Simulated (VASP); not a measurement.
# HBr (Fmmm) in VASP: a series of runs, part 2 of 2

VASP 6.6.1.

### 3 Single point, PBEsol

Input file INCAR:

```
SYSTEM = HBr
PREC     = Accurate       ! precision mode
ENCUT    = 520            ! plane-wave cutoff, eV
EDIFF    = 1E-7           ! SCF threshold, eV
ISMEAR   = -1             ! smearing method
SIGMA    = 0.03           ! smearing width, eV
LREAL    = .False.        ! projectors in reciprocal space
LASPH    = .True.         ! aspherical terms in the spheres
NELM     = 60             ! most SCF steps
ALGO     = Normal         ! electronic algorithm
ISIF     = 2              ! what is computed and relaxed
LWAVE    = .False.        ! write WAVECAR
LCHARG   = .False.        ! write CHGCAR
GGA      = PS             ! functional
NBANDS   = 11             ! bands
```

Input file KPOINTS:

```
regular mesh
0
Gamma
  9 9 9
  0 0 0
```

Input file POSCAR:

```
HBr
1.0
    0.0000000000      2.8200000000      3.0315000000
    2.7775000000      0.0000000000      3.0315000000
    2.7775000000      2.8200000000      0.0000000000
H Br
1 1
Direct
    0.0000000000      0.0000000000      0.0000000000
    0.5000000000      0.5000000000      0.5000000000
```

Potentials or basis: VASP PAW PBE potentials, release 64 (H, Br).

On the command line:

```bash
> cat potpaw_PBE.64/H/POTCAR potpaw_PBE.64/Br/POTCAR > POTCAR
> mpirun -np 1 vasp_std > vasp.out
```

OUTCAR:

```text
SYSTEM = HBr
   PREC = Accurate
   ENCUT = 520
   EDIFF = 1E-7
   ISMEAR = -1
   LREAL = .False.
   LASPH = .True.
   NELM = 60
   ISIF = 2
   GGA = PS

 ion  position               nearest neighbor table
   1  0.000  0.000  0.000-
   2  0.500  0.500  0.500-

  LATTYP: Found a face centered orthorhombic cell.
 ALAT       =     5.5550000000
 B/A-ratio  =     1.0153015302
 C/A-ratio  =     1.0914491449

  Lattice vectors:

 A1 = (   0.0000000000,   2.8200000000,   3.0315000000)
 A2 = (   2.7775000000,   0.0000000000,   3.0315000000)
 A3 = (   2.7775000000,   2.8200000000,   0.0000000000)

Analysis of symmetry for initial positions (statically):
=====================================================================
 Subroutine PRICEL returns:
 Original cell was already a primitive cell.

 Routine SETGRP: Setting up the symmetry group for a
 face centered orthorhombic supercell.

 Subroutine GETGRP returns: Found  8 space group operations
 (whereof  8 operations were pure point group operations)
 out of a pool of  8 trial point group operations.

The static configuration has the point symmetry D_2h.

Analysis of symmetry for dynamics (positions and initial velocities):
=====================================================================
 Subroutine PRICEL returns:
 Original cell was already a primitive cell.

 Routine SETGRP: Setting up the symmetry group for a
 face centered orthorhombic supercell.

 Subroutine GETGRP returns: Found  8 space group operations
 (whereof  8 operations were pure point group operations)
 out of a pool of  8 trial point group operations.

The dynamic configuration has the point symmetry D_2h.

 Subroutine INISYM returns: Found  8 space group operations
 (whereof  8 operations are pure point group operations),
 and found     1 'primitive' translations

----------------------------------------------------------------------------------------

                                     Primitive cell

  volume of cell :      47.4888

  direct lattice vectors                    reciprocal lattice vectors
     0.000000000  2.820000000  3.031500000    -0.180018002  0.177304965  0.164934851
     2.777500000  0.000000000  3.031500000     0.180018002 -0.177304965  0.164934851
     2.777500000  2.820000000  0.000000000     0.180018002  0.177304965 -0.164934851

  length of vectors
     4.140337215  4.111508057  3.958144294     0.301740015  0.301740015  0.301740015

  position of ions in fractional coordinates (direct lattice)
     0.000000000  0.000000000  0.000000000
     0.500000000  0.500000000  0.500000000

  ion indices of the primitive-cell ions
   primitive index   ion index
                 1           1
                 2           2

----------------------------------------------------------------------------------------

 KPOINTS: regular mesh

Automatic generation of k-mesh.
 Grid dimensions read from file:
 generate k-points for:    9    9    9

 Generating k-lattice:

  Cartesian coordinates                     Fractional coordinates (reciprocal lattice)
    -0.020002000  0.019700552  0.018326095     0.111111111  0.000000000  0.000000000
     0.020002000 -0.019700552  0.018326095     0.000000000  0.111111111 -0.000000000
     0.020002000  0.019700552 -0.018326095    -0.000000000 -0.000000000  0.111111111

  Length of vectors
     0.033526668  0.033526668  0.033526668

  Shift w.r.t. Gamma in fractional coordinates (k-lattice)
     0.000000000  0.000000000  0.000000000

 Subroutine IBZKPT returns following result:
 ===========================================

 Found    125 irreducible k-points:

 Following reciprocal coordinates:
            Coordinates               Weight
  0.000000  0.000000  0.000000      1.000000
  0.111111  0.000000 -0.000000      8.000000
  0.222222 -0.000000 -0.000000      8.000000
  0.333333  0.000000 -0.000000      8.000000
  0.444444 -0.000000 -0.000000      8.000000
  0.111111  0.111111  0.000000      2.000000
[... 16 lines left out ...]
 -0.333333  0.333333  0.000000      4.000000
  0.444444  0.444444  0.000000      2.000000
 [... further k-points ...]
   k-points           NKPTS =    125   k-points in BZ     NKDIM =    125   number of bands    NBANDS=     11
   number of dos      NEDOS =    301   number of ions     NIONS =      2
   total plane-waves  NPLWV =  30720
   dimension x,y,z NGX =    32 NGY =   32 NGZ =   30
   dimension x,y,z NGXF=    64 NGYF=   64 NGZF=   60
   ions per type =               1   1
   NGX,Y,Z   is equivalent  to a cutoff of  12.85, 12.94, 12.60 a.u.
   NGXF,Y,Z  is equivalent  to a cutoff of  25.70, 25.88, 25.20 a.u.
 SYSTEM =  HBr
   PREC   = accura    normal or accurate (medium, high low for compatibility)
   ISTART =      0    job   : 0-new  1-cont  2-samecut
   ICHARG =      2    charge: 1-file 2-atom 10-const
   ISPIN  =      1    spin polarized calculation?
   LNONCOLLINEAR =      F non collinear calculations
   LSORBIT =      F    spin-orbit coupling
   LASPH  =      T    aspherical Exc in radial PAW
   ENCUT  =  520.0 eV  38.22 Ry    6.18 a.u.   7.70  7.64  7.36*2*pi/ulx,y,z
   NELM   =     60;   NELMIN=  2; NELMDL= -5     # of ELM steps
   EDIFF  = 0.1E-06   stopping-criterion for ELM
   LREAL  =      F    real-space projection
   EDIFFG = 0.1E-05   stopping-criterion for IOM
   NSW    =      0    number of steps for IOM
   IBRION =     -1    ionic relax: 0-MD 1-quasi-New 2-CG
   NFREE  =      0    steps in history (QN), initial steepest desc. (CG)
   ISIF   =      2    stress and relaxation
   ISYM   =      2    0-nonsym 1-usesym 2-fastsym
   POTIM  = 0.5000    time-step for ionic-motion
   TEBEG  =    0.0;   TEEND  =   0.0 temperature during run
   PSTRESS=    0.0 pullay stress
   NELECT =       8.0000    total number of electrons
   NUPDOWN=      -1.0000    fix difference up-down
   EMIN   =  10.00;   EMAX   =-10.00  energy-range for DOS
   EFERMI =   0.00;   METHOD = LEGACY
   ISMEAR =    -1;   SIGMA  =   0.03  broadening in eV -4-tet -1-fermi 0-gaus
   EFERMI_NEDOS =   21; number of points for ismear=-14 and -15
   IALGO  =     38    algorithm
   IMIX   =      4    mixing-type and parameters
     AMIX     =   0.40;   BMIX     =  1.00
     AMIX_MAG =   1.60;   BMIX_MAG =  1.00
  volume/ion in A,a.u.               =      23.74       160.23
  Fermi-wavevector in a.u.,A,eV,Ry     =   0.904152  1.708599 11.122628  0.817490
  Thomas-Fermi vector in A             =   2.027564
   LORBIT       =      0    0 simple, 1 ext, 2 COOP (PROOUT), +10 PAW based schemes
   GGA     = PS    functional components
   LHFCALC =     F    Hartree Fock is set to
   AEXX    =    0.0000 exact exchange contribution
   IVDW    =     0    specifies the selected vdW correction
   LEPSILON=     F    determine dielectric tensor
   LRPA    =     F    only Hartree local field effects (RPA)
 non-spin polarized calculation
  energy-cutoff  :      520.00
  volume of cell :       47.49
 maximum number of plane-waves:      1299
   NGX = 15   NGY = 15   NGZ = 15

 number of electron       8.0000000 magnetization

 Free energy of the ion-electron system (eV)
  ---------------------------------------------------
  ext. energy  EPLUGINS =         0.00000000
  ---------------------------------------------------
  free energy    TOTEN  =        -2.81529306 eV

  energy without entropy =       -2.81233459  energy(sigma->0) =       -2.81381383

 E-fermi :  -2.0051     XC(G=0):  -7.7771

 val. band max:       -2.0098914272   @ k =  -0.4444   0.0000   0.4444
 cond. band min:      -1.9531116827   @ k =   0.0000   0.0000   0.0000
 fundamental gap:      0.0567797445
 Fermi energy:        -2.0050883154

 k-point     1 :       0.0000    0.0000    0.0000
  band No.  band energies     occupation
      1     -15.3494      2.00000
      2      -2.5174      2.00000
      3      -2.0711      1.80071
      4      -2.0320      1.42129
      5      -1.9531      0.30052
      6       7.7446      0.00000
      7       8.8594      0.00000
      8       9.3973      0.00000
      9       9.5019      0.00000
     10      11.4205      0.00000
     11      11.7523      0.00000
[... 309 lines left out ...]
 k-point    24 :       0.4444    0.4444    0.0000
  band No.  band energies     occupation
      1     -14.9925      2.00000
      2      -3.9497      2.00000
      3      -2.6500      2.00000
      4      -2.5792      2.00000
      5      -2.4037      2.00000
      6       6.4262      0.00000
      7       8.9304      0.00000
      8      11.4648      0.00000
      9      11.8582      0.00000
     10      12.0963      0.00000
     11      13.9175      0.00000

 [... further k-points ...]

------------------------ aborting loop because EDIFF is reached ----------------------------------------

  FORCE on cell =-STRESS in cart. coord.  units (eV):
  Direction    XX          YY          ZZ          XY          YZ          ZX
  --------------------------------------------------------------------------------------
  -------------------------------------------------------------------------------------
  Total       -3.1800037     -2.8098654     -1.5646443     -0.0000000      0.0000000      0.0000000
  in kB     -107.2870894    -94.7993495    -52.7880298     -0.0000000      0.0000000      0.0000000
  external PRESSURE =     -84.9581562 kB  Pullay stress =       0.0000000 kB

 VOLUME and BASIS-vectors are now :
 -----------------------------------------------------------------------------
  energy-cutoff  :      520.00
  volume of cell :       47.49
      direct lattice vectors                 reciprocal lattice vectors
     0.000000000  2.820000000  3.031500000    -0.180018002  0.177304965  0.164934851
     2.777500000  0.000000000  3.031500000     0.180018002 -0.177304965  0.164934851
     2.777500000  2.820000000  0.000000000     0.180018002  0.177304965 -0.164934851

 POSITION                                       TOTAL-FORCE (eV/Angst)
 -----------------------------------------------------------------------------------
      0.00000      0.00000      0.00000        -0.000000      0.000000      0.000000
      2.77750      2.82000      3.03150         0.000000     -0.000000      0.000000
 -----------------------------------------------------------------------------------
    total drift:                               -0.000000     -0.000000      0.000000

  FREE ENERGIE OF THE ION-ELECTRON SYSTEM (eV)
  ---------------------------------------------------
  free  energy   TOTEN  =        -2.8152930632 eV

  energy  without entropy=       -2.8123345938  energy(sigma->0) =       -2.81381383
```

It took 37 s on 1 thread of Intel Xeon Platinum 8488C (Sapphire Rapids), shared host; peak memory 0.21 GiB.

Results:

```yaml
Free_energy: -2.8153 eV
Pressure: -8.5 GPa
Band_gap_on_the_k_mesh: zero (band 4 reaches -2.01 eV, above the bottom of band 5 at -2.40 eV)
```

Levels at points of the mesh, in eV from the Fermi level:
```tsv
k point	band 1	band 2	band 3	band 4	band 5	band 6	band 7	band 8
(0.00, 0.00, 0.00)	-13.34	-0.51	-0.07	-0.03	0.05	9.75	10.86	11.40
```

Caveat: the PAW data sets were made with another functional, which shifts forces and pressure a little.
